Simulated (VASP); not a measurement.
# Hf (Fm-3m) in VASP: a series of runs, part 2 of 2

VASP 6.6.1. Earlier steps stand in the parts before.

### Step 3. Electric field gradients, PBE (22.10 Å³/atom)

This run uses another cell than the first one, of 22.10 Å³/atom.

Input file INCAR:

```
SYSTEM = Hf
  ALGO = Normal
  EDIFF = 1E-8
  ENCUT = 400
  GGA = PE
  GGA_COMPAT = .FALSE.
  ISIF = 2
  ISMEAR = -1
  LASPH = .TRUE.
  LCHARG = .FALSE.
  LEFG = .TRUE.
  LREAL = .FALSE.
  LWAVE = .FALSE.
  NBANDS = 11
  NELM = 120
  PREC = Accurate
  SIGMA = 0.03
```

Input file KPOINTS:

```
k-points
0
G
  13 13 13
  0 0 0
```

Input file POSCAR:

```
Hf
1.0
    0.0000000000      2.2273754695      2.2273754695
    2.2273754695      0.0000000000      2.2273754695
    2.2273754695      2.2273754695      0.0000000000
Hf
1
Direct
    0.0000000000      0.0000000000      0.0000000000
```

Potentials or basis: VASP PAW PBE potentials, release 64 (Hf_pv).

Run with:

```
> cat potpaw_PBE.64/Hf_pv/POTCAR > POTCAR
> mpirun -np 1 vasp_std > vasp.out
```

OUTCAR:

```text
SYSTEM = Hf
   EDIFF = 1E-8
   ENCUT = 400
   GGA = PE
   ISIF = 2
   ISMEAR = -1
   LASPH = .TRUE.
   LREAL = .FALSE.
   NELM = 120
   PREC = Accurate

 ion  position               nearest neighbor table
   1  0.000  0.000  0.000-

  LATTYP: Found a face centered cubic cell.
 ALAT       =     4.4547509390

  Lattice vectors:

 A1 = (   0.0000000000,   2.2273754695,   2.2273754695)
 A2 = (   2.2273754695,   0.0000000000,   2.2273754695)
 A3 = (   2.2273754695,   2.2273754695,   0.0000000000)

[... 542 lines left out ...]
    total drift:                                0.000000     -0.000000     -0.000000

  FREE ENERGIE OF THE ION-ELECTRON SYSTEM (eV)
  ---------------------------------------------------
  free  energy   TOTEN  =        -9.8528170278 eV

  energy  without entropy=       -9.8482445886  energy(sigma->0) =       -9.85053081

 Electric field gradients (V/A^2)
---------------------------------------------------------------------
 ion       V_xx      V_yy      V_zz      V_xy      V_xz      V_yz
---------------------------------------------------------------------
   1       0.000     0.000    -0.000    -0.000    -0.000    -0.000
---------------------------------------------------------------------

 Electric field gradients after diagonalization (V/A^2)
 (convention: |V_zz| > |V_xx| > |V_yy|)
----------------------------------------------------------------------
 ion       V_xx      V_yy      V_zz     asymmetry (V_yy - V_xx)/ V_zz
----------------------------------------------------------------------
   1       0.000     0.000    -0.001       0.000
----------------------------------------------------------------------

           NMR quadrupolar parameters

 Cq : quadrupolar parameter    Cq=e*Q*V_zz/h
 eta: asymmetry parameters     (V_yy - V_xx)/ V_zz
 Q  : nuclear electric quadrupole moment in mb (millibarn)
----------------------------------------------------------------------
 ion       Cq(MHz)       eta       Q (mb)
----------------------------------------------------------------------
   1      -0.000       0.000       1.000
----------------------------------------------------------------------
```

OSZICAR:

```text
N       E                     dE             d eps       ncg     rms          rms(c)
DAV:   1     0.100242127650E+02    0.10024E+02   -0.49254E+03  1864   0.684E+02
DAV:   2    -0.981871772216E+01   -0.19843E+02   -0.19296E+02  2349   0.137E+02
DAV:   3    -0.101796916920E+02   -0.36097E+00   -0.35624E+00  2267   0.132E+01
DAV:   4    -0.101811124208E+02   -0.14207E-02   -0.14204E-02  2103   0.103E+00
DAV:   5    -0.101811205254E+02   -0.81046E-05   -0.81043E-05  2407   0.673E-02    0.461E+01
DAV:   6    -0.993811279224E+01    0.24301E+00   -0.20390E-01  2070   0.340E+00    0.272E+01
DAV:   7    -0.985590602960E+01    0.82207E-01   -0.30740E-01  2157   0.404E+00    0.164E+00
DAV:   8    -0.985282357438E+01    0.30825E-02   -0.21052E-02  2106   0.982E-01    0.819E-01
DAV:   9    -0.985281606983E+01    0.75046E-05   -0.38263E-04  2207   0.149E-01    0.783E-02
DAV:  10    -0.985281671049E+01   -0.64067E-06   -0.12702E-05  2151   0.303E-02    0.513E-02
DAV:  11    -0.985281705361E+01   -0.34312E-06   -0.13277E-06  2265   0.906E-03    0.258E-03
DAV:  12    -0.985281706980E+01   -0.16191E-07   -0.26171E-08  2062   0.152E-03    0.152E-03
DAV:  13    -0.985281701878E+01    0.51021E-07   -0.80707E-10  1386   0.269E-04    0.399E-04
DAV:  14    -0.985281702780E+01   -0.90221E-08   -0.10955E-10  1200   0.840E-05
   1 F= -.98528170E+01 E0= -.98505308E+01  d E =-.457244E-02
```

stdout:

```text
POSCAR found type information on POSCAR Hf
 POSCAR found :  1 types and       1 ions
 scaLAPACK will be used
 LDA part: xc-table for (Slater+PW92), standard interpolation
 POSCAR, INCAR and KPOINTS ok, starting setup
 FFT: planning ... GRIDC
 FFT: planning ... GRID_SOFT
 FFT: planning ... GRID
 WAVECAR not read
 entering main loop
ion   1
```

Run time: 12 s. Hardware: 1 thread of AMD EPYC 9R45 (Zen 5), shared host; peak memory 0.11 GiB.

What came out:

```
Free energy                             : -9.8528 eV
Pressure                                : 1.6 GPa
Band gap on the k mesh                  : zero (bands 5 and 6 overlap by 1.96 eV)
Largest electric field gradient by atom : zero within the noise of the run
```

Caveat: spin-orbit coupling is left out, which moves the levels of the heavy elements.

### Step 4. Electric field gradients, PBE (22.10 Å³/atom)

This run uses another cell than the first one, of 22.10 Å³/atom.

Input file INCAR:

```
PREC = Accurate
ENCUT = 400
EDIFF = 1E-8
ISMEAR = -1
SIGMA = 0.03
LREAL = False
LASPH = True
NELM = 120
ALGO = Normal
ISIF = 2
LWAVE = False
LCHARG = False
GGA = PE
LEFG = True
NBANDS = 11
GGA_COMPAT = False
```

Input file KPOINTS:

```
Automatic mesh
0
Gamma
  13 13 13
```

POSCAR is that of step 3.

Potentials or basis: VASP PAW PBE potentials, release 64 (Hf_pv).

Run with:

```
> cat potpaw_PBE.64/Hf_pv/POTCAR > POTCAR
> mpirun -np 1 vasp_std > vasp.out
```

OUTCAR:

```text
PREC = Accurate
   ENCUT = 400
   EDIFF = 1E-8
   ISMEAR = -1
   LREAL = False
   LASPH = True
   NELM = 120
   ISIF = 2
   GGA = PE

 ion  position               nearest neighbor table
   1  0.000  0.000  0.000-

  LATTYP: Found a face centered cubic cell.
 ALAT       =     4.4547509390

  Lattice vectors:

 A1 = (   0.0000000000,   2.2273754695,   2.2273754695)
 A2 = (   2.2273754695,   0.0000000000,   2.2273754695)
 A3 = (   2.2273754695,   2.2273754695,   0.0000000000)

Analysis of symmetry for initial positions (statically):
=====================================================================
 Subroutine PRICEL returns:
 Original cell was already a primitive cell.

 Routine SETGRP: Setting up the symmetry group for a
 face centered cubic supercell.
[... 519 lines left out ...]
  in kB       16.2918083     16.2918083     16.2918083     -0.0000000      0.0000000      0.0000000
  external PRESSURE =      16.2918083 kB  Pullay stress =       0.0000000 kB

 VOLUME and BASIS-vectors are now :
 -----------------------------------------------------------------------------
  energy-cutoff  :      400.00
  volume of cell :       22.10
      direct lattice vectors                 reciprocal lattice vectors
     0.000000000  2.227375470  2.227375470    -0.224479441  0.224479441  0.224479441
     2.227375470  0.000000000  2.227375470     0.224479441 -0.224479441  0.224479441
     2.227375470  2.227375470  0.000000000     0.224479441  0.224479441 -0.224479441

 POSITION                                       TOTAL-FORCE (eV/Angst)
 -----------------------------------------------------------------------------------
      0.00000      0.00000      0.00000         0.000000      0.000000      0.000000
 -----------------------------------------------------------------------------------
    total drift:                                0.000000     -0.000000     -0.000000

  FREE ENERGIE OF THE ION-ELECTRON SYSTEM (eV)
  ---------------------------------------------------
  free  energy   TOTEN  =        -9.8528170278 eV

  energy  without entropy=       -9.8482445886  energy(sigma->0) =       -9.85053081

 Electric field gradients (V/A^2)
---------------------------------------------------------------------
 ion       V_xx      V_yy      V_zz      V_xy      V_xz      V_yz
---------------------------------------------------------------------
   1       0.000     0.000    -0.000    -0.000    -0.000    -0.000
---------------------------------------------------------------------

 Electric field gradients after diagonalization (V/A^2)
 (convention: |V_zz| > |V_xx| > |V_yy|)
----------------------------------------------------------------------
 ion       V_xx      V_yy      V_zz     asymmetry (V_yy - V_xx)/ V_zz
----------------------------------------------------------------------
   1       0.000     0.000    -0.001       0.000
----------------------------------------------------------------------

           NMR quadrupolar parameters

 Cq : quadrupolar parameter    Cq=e*Q*V_zz/h
 eta: asymmetry parameters     (V_yy - V_xx)/ V_zz
 Q  : nuclear electric quadrupole moment in mb (millibarn)
----------------------------------------------------------------------
 ion       Cq(MHz)       eta       Q (mb)
----------------------------------------------------------------------
   1      -0.000       0.000       1.000
----------------------------------------------------------------------
```

Wall time 12 s (1 thread of AMD EPYC 9R45 (Zen 5), shared host); peak memory 0.11 GiB.

Results:

- Free energy: -9.8528 eV
- Pressure: 1.6 GPa
- Band gap on the k mesh: zero (bands 5 and 6 overlap by 1.96 eV)
- Largest electric field gradient by atom: zero within the noise of the run

Levels at points of the mesh, in eV from the Fermi level:
```tsv
k point	band 1	band 2	band 3	band 4	band 5	band 6	band 7	band 8	band 9	band 10
(0.00, 0.00, 0.00)	-29.95	-29.95	-29.95	-7.23	1.43	1.43	1.43	4.26	4.26	11.37
```

Caveat: spin-orbit coupling is left out, which moves the levels of the heavy elements.
